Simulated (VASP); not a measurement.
Wanted: the native input for a VASP 6.6.1 run.

| Quantity | Value |
| --- | --- |
| Task | single point |
| Functional | r2SCAN |
| Dispersion | D3(BJ) |
| Potentials or basis | VASP PAW PBE potentials, release 64 (Hf_pv, H) |
| Cutoff | 520 eV |
| k mesh | 8 × 8 × 8 |
| Occupations | methfessel-paxton, width 0.05 eV |
| Spin | no spin polarisation |
| Dipole correction | no |
| Further INCAR settings | ALGO = Normal; EDIFF = 1e-06; NBANDS = 14 |

HfH3:

```
Hf H
1.0
     3.03550    0.00000    0.00000
     0.00000    3.03550    0.00000
     0.00000    0.00000    3.03550
Hf H
1 3
Direct
  0.00000 0.00000 0.00000
  0.00000 0.50000 0.50000
  0.50000 0.00000 0.50000
  0.50000 0.50000 0.00000
```

These files were run (other wordings do the same):

POSCAR

```
HfH3
1.0
    3.0354978910      0.0000000000      0.0000000000
    0.0000000000      3.0354978910      0.0000000000
    0.0000000000      0.0000000000      3.0354978910
Hf H
1 3
Direct
    0.0000000000      0.0000000000      0.0000000000
    0.0000000000      0.5000000000      0.5000000000
    0.5000000000      0.0000000000      0.5000000000
    0.5000000000      0.5000000000      0.0000000000
```

INCAR.step1

```
PREC = Accurate
ENCUT = 520
ISMEAR = 1
SIGMA = 0.05
LREAL = F
LASPH = T
NELM = 80
NBANDS = 14
GGA = PE
ALGO = Normal
EDIFF = 1E-4
LWAVE = T
LCHARG = F
```

INCAR.step2

```
PREC = Accurate
ENCUT = 520
EDIFF = 1E-6
ISMEAR = 1
SIGMA = 0.05
LREAL = F
LASPH = T
NELM = 80
ALGO = Normal
ISIF = 2
LWAVE = F
LCHARG = F
METAGGA = R2SCAN
LMIXTAU = T
IVDW = 12
NBANDS = 14
VDW_S6 = 1.0
VDW_S8 = 0.78981345
VDW_A1 = 0.49484001
VDW_A2 = 5.73083694
ISTART = 1
```

KPOINTS

```
Automatic mesh
0
Gamma
  8 8 8
```

Potentials or basis: VASP PAW PBE potentials, release 64 (Hf_pv, H).

Run with:

```console
$ cat potpaw_PBE.64/Hf_pv/POTCAR potpaw_PBE.64/H/POTCAR > POTCAR
$ cp INCAR.step1 INCAR
$ mpirun -np 1 vasp_std > vasp.out
$ cp INCAR.step2 INCAR
$ mpirun -np 1 vasp_std > vasp.out
```

Results of the run:

The pressure is 2.1 GPa and the dispersion energy per atom is -0.095 eV.

Caveat: the PAW data sets were made with another functional, which shifts forces and pressure a little; pairwise dispersion overbinds metals, which lowers pressure and volume.

Wall time 33 s on 1 thread of Intel Xeon 6975P-C, with other jobs on the host, peak memory 0.17 GiB.
